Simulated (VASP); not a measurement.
Write the native input for VASP 6.6.1 that does the following.

| Property | Result |
| --- | --- |
| Task | single point |
| Functional | LDA |
| Potentials or basis | VASP PAW LDA potentials, release 64 (Si, Ge_d) |
| Cutoff | 520 eV |
| k mesh | 2 × 2 × 2 |
| Occupations | fermi-dirac, width 0.05 eV |
| Spin | no spin polarisation |
| Dipole correction | no |
| Further INCAR settings | LREAL = Auto; ALGO = Normal; EDIFF = 1e-06; NBANDS = 53 |

The structure of Si16Ge (a cell with a defect) lies in POSCAR:

```
Si16Ge
1.0
    0.0000000000      5.4300000000      5.4300000000
    5.4300000000      0.0000000000      5.4300000000
    5.4300000000      5.4300000000      0.0000000000
Si Ge
16 1
Direct
    0.0378143646     -0.0126631676     -0.0125709024
    0.1373207182      0.1234107735      0.1230601289
   -0.0051447514      0.0170718232      0.4940401473
    0.1378195212      0.1229491713      0.6161766114
   -0.0052675875      0.4943537753      0.0163836096
    0.1371077348      0.6161408840      0.1231458564
   -0.0051639042      0.4939160221      0.4941077348
    0.0590289134      0.6471729282      0.6465460405
    0.5091497238      0.0045348066      0.0039883978
    0.6646309392      0.1119383057      0.1114244936
    0.5096201657      0.0044146409      0.4817689687
    0.6202313996      0.1647490792      0.6072010129
    0.5089220074      0.4822021179      0.0042336096
    0.6201757827      0.6075439227      0.1647024862
    0.4349715470      0.5217290055      0.5215260589
    0.6202311234      0.6077254144      0.6071716390
    0.6394790055      0.7865963168      0.7869265193
```

These files were run (other wordings do the same):

INCAR

```
ALGO = Normal ; EDIFF = 1E-6
ENCUT = 520 ; GGA = CA
ISIF = 2 ; ISMEAR = -1
LASPH = True ; LCHARG = False
LREAL = Auto ; LWAVE = False
NBANDS = 53 ; NELM = 80
PREC = Accurate ; SIGMA = 0.05
```

KPOINTS

```
k-points
0
Gamma
  2 2 2
```

Potentials or basis: VASP PAW LDA potentials, release 64 (Si, Ge_d).

Command:

```sh
$ cat potpaw_LDA.64/Si/POTCAR potpaw_LDA.64/Ge_d/POTCAR > POTCAR
$ mpirun -np 1 vasp_std > vasp.out
```

Results of the run:

| Property | Result |
| --- | --- |
| Pressure | 2.0 GPa |
| Largest force | 0.042 eV/Å |
| Band gap on the k mesh | zero (band 39 reaches 6.73 eV, above the bottom of band 40 at 6.60 eV) |

Caveat: the k points lie up to 0.50 Å⁻¹ apart.

It took 99 s on 1 thread of Intel(R) Xeon(R) 6975P-C (Granite Rapids), on a shared host, peak memory 0.4 GiB.
